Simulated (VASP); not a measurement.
# AlN (P2_1) in VASP: a series of runs, part 2 of 2

VASP 6.6.1. The steps go on from the part before.

### Step 3. Single point, LDA (mode 4 frozen in at -0.069 Å and mode 5 at +0.034 Å (largest displacements))

The input, INCAR:

```
ALGO     = Normal         # electronic algorithm
EDIFF    = 1E-7           # SCF threshold, eV
ENCUT    = 520            # plane-wave cutoff, eV
GGA      = CA             # functional
ISIF     = 2              # what is computed and relaxed
ISMEAR   = 0              # smearing method
LASPH    = T              # aspherical terms in the spheres
LCHARG   = T              # write CHGCAR
LELF     = T              # ELF
LREAL    = F              # projectors in reciprocal space
LVHAR    = T            
LWAVE    = F              # write WAVECAR
NBANDS   = 16             # bands
NELM     = 80             # most SCF steps
PREC     = Accurate       # precision mode
SIGMA    = 0.05           # smearing width, eV
```

The input, KPOINTS:

```
k-points
0
Gamma
  9 9 6
```

The input, POSCAR:

```
AlN
1.0
    3.0887424016      0.0000000000      0.0000000000
   -1.5443712008      2.6749293856      0.0000000000
    0.0000000000      0.0000000000      4.9437688231
Al N
2 2
Direct
    0.3174889720      0.6795268192      0.0015212672
    0.6825110280      0.3204731808      0.5015212672
    0.3474717679      0.6551911379      0.3834787328
    0.6525282321      0.3448088621      0.8834787328
```

Potentials or basis: VASP PAW LDA potentials, release 64 (Al, N).

Started as:

```console
$ cat potpaw_LDA.64/Al/POTCAR potpaw_LDA.64/N/POTCAR > POTCAR
$ mpirun -np 1 vasp_std > vasp.out
```

OUTCAR:

```text
EDIFF = 1E-7
   ENCUT = 520
   GGA = CA
   ISIF = 2
   ISMEAR = 0
   LASPH = T
   LREAL = F
   NELM = 80
   PREC = Accurate

 ion  position               nearest neighbor table
   1  0.317  0.680  0.002-   4 1.87   4 1.87   4 1.88   3 1.89   2 3.00   2 3.00   2 3.01   2 3.01
                             2 3.14   2 3.14
   2  0.683  0.320  0.502-   3 1.87   3 1.87   3 1.88   4 1.89   1 3.00   1 3.00   1 3.01   1 3.01
                             1 3.14   1 3.14
   3  0.347  0.655  0.383-   2 1.87   2 1.87   2 1.88   1 1.89
   4  0.653  0.345  0.883-   1 1.87   1 1.87   1 1.88   2 1.89

  LATTYP: Found a hexagonal cell.
 ALAT       =     3.0887424016
 C/A-ratio  =     1.6005766038

  Lattice vectors:

 A1 = (   3.0887424016,   0.0000000000,   0.0000000000)
 A2 = (  -1.5443712008,   2.6749293856,   0.0000000000)
 A3 = (   0.0000000000,   0.0000000000,   4.9437688231)

Analysis of symmetry for initial positions (statically):
=====================================================================
 Subroutine PRICEL returns:
 Original cell was already a primitive cell.

 Routine SETGRP: Setting up the symmetry group for a
 hexagonal supercell.

 Subroutine GETGRP returns: Found  2 space group operations
 (whereof  1 operations were pure point group operations)
 out of a pool of 24 trial point group operations.

The static configuration has the point symmetry C_1 .
 The point group associated with its full space group is C_2 .

Analysis of symmetry for dynamics (positions and initial velocities):
=====================================================================
 Subroutine PRICEL returns:
 Original cell was already a primitive cell.

 Routine SETGRP: Setting up the symmetry group for a
 hexagonal supercell.

 Subroutine GETGRP returns: Found  2 space group operations
 (whereof  1 operations were pure point group operations)
 out of a pool of 24 trial point group operations.

The dynamic configuration has the point symmetry C_1 .
 The point group associated with its full space group is C_2 .

 Subroutine INISYM returns: Found  2 space group operations
 (whereof  1 operations are pure point group operations),
 and found     1 'primitive' translations

----------------------------------------------------------------------------------------

                                     Primitive cell

  volume of cell :      40.8462

  direct lattice vectors                    reciprocal lattice vectors
     3.088742402  0.000000000  0.000000000     0.323756361  0.186920822  0.000000000
    -1.544371201  2.674929386  0.000000000     0.000000000  0.373841644  0.000000000
     0.000000000  0.000000000  4.943768823     0.000000000  0.000000000  0.202274830

  length of vectors
     3.088742402  3.088742402  4.943768823     0.373841644  0.373841644  0.202274830

  position of ions in fractional coordinates (direct lattice)
     0.317488972  0.679526819  0.001521267
     0.682511028  0.320473181  0.501521267
     0.347471768  0.655191138  0.383478733
     0.652528232  0.344808862  0.883478733

  ion indices of the primitive-cell ions
   primitive index   ion index
                 1           1
                 2           2
                 3           3
                 4           4

----------------------------------------------------------------------------------------

 KPOINTS: k-points

Automatic generation of k-mesh.
 Grid dimensions read from file:
 generate k-points for:    9    9    6

 Generating k-lattice:

  Cartesian coordinates                     Fractional coordinates (reciprocal lattice)
     0.035972929  0.020768980  0.000000000     0.111111111 -0.000000000  0.000000000
     0.000000000  0.041537960  0.000000000     0.000000000  0.111111111  0.000000000
     0.000000000  0.000000000  0.033712472     0.000000000  0.000000000  0.166666667

  Length of vectors
     0.041537960  0.041537960  0.033712472

  Shift w.r.t. Gamma in fractional coordinates (k-lattice)
     0.000000000  0.000000000  0.000000000

 Subroutine IBZKPT returns following result:
 ===========================================

 Found    164 irreducible k-points:

 Following reciprocal coordinates:
            Coordinates               Weight
  0.000000  0.000000  0.000000      1.000000
  0.111111  0.000000  0.000000      2.000000
  0.000000  0.111111  0.000000      2.000000
 -0.111111  0.111111  0.000000      2.000000
  0.222222 -0.000000  0.000000      2.000000
  0.000000  0.222222  0.000000      2.000000
[... 16 lines left out ...]
  0.333333  0.111111  0.000000      2.000000
 -0.111111  0.444444  0.000000      2.000000
 [... further k-points ...]
   k-points           NKPTS =    164   k-points in BZ     NKDIM =    164   number of bands    NBANDS=     16
   number of dos      NEDOS =    301   number of ions     NIONS =      4
   total plane-waves  NPLWV =  23040
   dimension x,y,z NGX =    24 NGY =   24 NGZ =   40
   dimension x,y,z NGXF=    48 NGYF=   48 NGZF=   80
   ions per type =               2   2
   NGX,Y,Z   is equivalent  to a cutoff of  12.92, 12.92, 13.45 a.u.
   NGXF,Y,Z  is equivalent  to a cutoff of  25.84, 25.84, 26.90 a.u.
 SYSTEM =  unknown system
   PREC   = accura    normal or accurate (medium, high low for compatibility)
   ISTART =      0    job   : 0-new  1-cont  2-samecut
   ICHARG =      2    charge: 1-file 2-atom 10-const
   ISPIN  =      1    spin polarized calculation?
   LNONCOLLINEAR =      F non collinear calculations
   LSORBIT =      F    spin-orbit coupling
   LASPH  =      T    aspherical Exc in radial PAW
   ENCUT  =  520.0 eV  38.22 Ry    6.18 a.u.   5.74  5.74  9.19*2*pi/ulx,y,z
   NELM   =     80;   NELMIN=  2; NELMDL= -5     # of ELM steps
   EDIFF  = 0.1E-06   stopping-criterion for ELM
   LREAL  =      F    real-space projection
   EDIFFG = 0.1E-05   stopping-criterion for IOM
   NSW    =      0    number of steps for IOM
   IBRION =     -1    ionic relax: 0-MD 1-quasi-New 2-CG
   NFREE  =      0    steps in history (QN), initial steepest desc. (CG)
   ISIF   =      2    stress and relaxation
   ISYM   =      2    0-nonsym 1-usesym 2-fastsym
   POTIM  = 0.5000    time-step for ionic-motion
   TEBEG  =    0.0;   TEEND  =   0.0 temperature during run
   PSTRESS=    0.0 pullay stress
   NELECT =      16.0000    total number of electrons
   NUPDOWN=      -1.0000    fix difference up-down
   EMIN   =  10.00;   EMAX   =-10.00  energy-range for DOS
   EFERMI =   0.00;   METHOD = LEGACY
   ISMEAR =     0;   SIGMA  =   0.05  broadening in eV -4-tet -1-fermi 0-gaus
   EFERMI_NEDOS =   21; number of points for ismear=-14 and -15
   IALGO  =     38    algorithm
   IMIX   =      4    mixing-type and parameters
     AMIX     =   0.40;   BMIX     =  1.00
     AMIX_MAG =   1.60;   BMIX_MAG =  1.00
  volume/ion in A,a.u.               =      10.21        68.91
  Fermi-wavevector in a.u.,A,eV,Ry     =   1.197836  2.263582 19.521797  1.434812
  Thomas-Fermi vector in A             =   2.333741
   LORBIT       =      0    0 simple, 1 ext, 2 COOP (PROOUT), +10 PAW based schemes
   GGA     = CA    functional components
   LHFCALC =     F    Hartree Fock is set to
   AEXX    =    0.0000 exact exchange contribution
   IVDW    =     0    specifies the selected vdW correction
   LEPSILON=     F    determine dielectric tensor
   LRPA    =     F    only Hartree local field effects (RPA)
 non-spin polarized calculation
 Gauss-broadening in eV      SIGMA  =   0.05
  energy-cutoff  :      520.00
  volume of cell :       40.85
 maximum number of plane-waves:      1118
   NGX = 11   NGY = 11   NGZ = 19

 number of electron      16.0000000 magnetization

 Free energy of the ion-electron system (eV)
  ---------------------------------------------------
  ext. energy  EPLUGINS =         0.00000000
  ---------------------------------------------------
  free energy    TOTEN  =       -32.79448380 eV

  energy without entropy =      -32.79448380  energy(sigma->0) =      -32.79448380

 E-fermi :   6.4258     XC(G=0): -11.3454

 val. band max:        6.1551794327   @ k =   0.0000   0.0000   0.0000
 cond. band min:      10.5072184269   @ k =   0.0000   0.0000   0.0000
 fundamental gap:      4.3520389942
 Fermi energy:         6.4257618345

 k-point     1 :       0.0000    0.0000    0.0000
  band No.  band energies     occupation
      1      -9.0532      2.00000
      2      -6.7565      2.00000
      3      -0.0318      2.00000
      4       5.1925      2.00000
      5       5.2735      2.00000
      6       5.7725      2.00000
[... 433 lines left out ...]
      3       1.0221      2.00000
      4       2.1471      2.00000
      5       2.3194      2.00000
      6       3.6887      2.00000
[... 8 lines left out ...]
     15      18.6149      0.00000
     16      20.8002      0.00000

 [... further k-points ...]
[... 5 lines left out ...]
  --------------------------------------------------------------------------------------
  -------------------------------------------------------------------------------------
  Total        0.0784438      0.1161813      0.1421021      0.0067064      0.0000000      0.0000000
  in kB        3.0769276      4.5571633      5.5738952      0.2630558      0.0000000      0.0000000
  external PRESSURE =       4.4026620 kB  Pullay stress =       0.0000000 kB

 VOLUME and BASIS-vectors are now :
 -----------------------------------------------------------------------------
  energy-cutoff  :      520.00
  volume of cell :       40.85
      direct lattice vectors                 reciprocal lattice vectors
     3.088742402  0.000000000  0.000000000     0.323756361  0.186920822  0.000000000
    -1.544371201  2.674929386  0.000000000     0.000000000  0.373841644  0.000000000
     0.000000000  0.000000000  4.943768823     0.000000000  0.000000000  0.202274830

 POSITION                                       TOTAL-FORCE (eV/Angst)
 -----------------------------------------------------------------------------------
     -0.06880      1.81769      0.00752         0.369808     -0.179254      0.042639
      1.61317      0.85724      2.47941        -0.369808      0.179254      0.042639
      0.06139      1.75259      1.89583        -0.188717      0.096727     -0.042639
      1.48298      0.92234      4.36771         0.188717     -0.096727     -0.042639
 -----------------------------------------------------------------------------------
    total drift:                               -0.000000     -0.000000     -0.000613

  FREE ENERGIE OF THE ION-ELECTRON SYSTEM (eV)
  ---------------------------------------------------
  free  energy   TOTEN  =       -32.7944838028 eV

  energy  without entropy=      -32.7944838028  energy(sigma->0) =      -32.79448380
```

Run time: 58 s. Hardware: 1 thread of Intel Xeon 6975P-C, shared host; peak memory 0.2 GiB.

What came out:

```
Free energy            : -32.7945 eV
Pressure               : 0.4 GPa
Largest force          : 0.413 eV/Å
Band gap on the k mesh : 4.35 eV, direct
```

Forces in eV/Å, atoms in the order of the input:
```
Al   0.370 -0.179  0.043
Al  -0.370  0.179  0.043
N   -0.189  0.097 -0.043
N    0.189 -0.097 -0.043
```

Caveat: the cell differs from its parent crystal (mode 4 frozen in at -0.069 Å and mode 5 at +0.034 Å (largest displacements)). A k mesh can miss the band edges.

### Step 4. Single point, LDA (mode 4 frozen in at -0.034 Å and mode 5 at +0.069 Å (largest displacements))

The input, INCAR:

```
  ALGO = Normal
  EDIFF = 1E-7
  ENCUT = 520
  ISIF = 2
  ISMEAR = 0
  LASPH = T
  LCHARG = F
  LREAL = F
  LWAVE = F
  NBANDS = 16
  NELM = 80
  PREC = Accurate
  SIGMA = 0.05
```

KPOINTS is that of step 3.

The input, POSCAR:

```
AlN
1.0
    3.0887424016      0.0000000000      0.0000000000
   -1.5443712008      2.6749293856      0.0000000000
    0.0000000000      0.0000000000      4.9437688231
Al N
2 2
Direct
    0.3350562671      0.6923869718      0.0015212672
    0.6649437329      0.3076130282      0.5015212672
    0.3317959040      0.6437156091      0.3834787328
    0.6682040960      0.3562843909      0.8834787328
```

Started as:

```console
$ cat potpaw_LDA.64/Al/POTCAR potpaw_LDA.64/N/POTCAR > POTCAR
$ mpirun -np 1 vasp_std > vasp.out
```

It took 60 s on 1 thread of Intel Xeon 6975P-C, shared host; peak memory 0.2 GiB.

Results (log left out):

| Quantity | Value |
| --- | --- |
| Free energy | -32.7934 eV |
| Pressure | 0.4 GPa |
| Largest force | 0.446 eV/Å |
| Band gap on the k mesh | 4.35 eV, direct |

Forces in eV/Å, atoms in the order of the input:
```
Al   0.174 -0.409  0.043
Al  -0.174  0.409  0.043
N   -0.099  0.172 -0.043
N    0.099 -0.172 -0.043
```

Stress tensor (GPa, compression positive):
```
 0.77  0.14  0.00
 0.14 -0.03  0.00
 0.00  0.00  0.59
```

Levels at points of the mesh, in eV from the valence-band top:
```csv
k point,band 4,band 5,band 6,band 7,band 8,band 9,band 10,band 11,band 12,band 13
"(0.00, 0.00, 0.00)",-0.96,-0.89,-0.39,-0.15,0.00,4.35,6.68,10.52,10.78,11.39
"(0.00, 0.00, 0.50)",-3.40,-0.64,-0.64,-0.57,-0.57,6.53,6.53,10.25,10.25,11.36
```

Caveat: the cell differs from its parent crystal (mode 4 frozen in at -0.034 Å and mode 5 at +0.069 Å (largest displacements)).
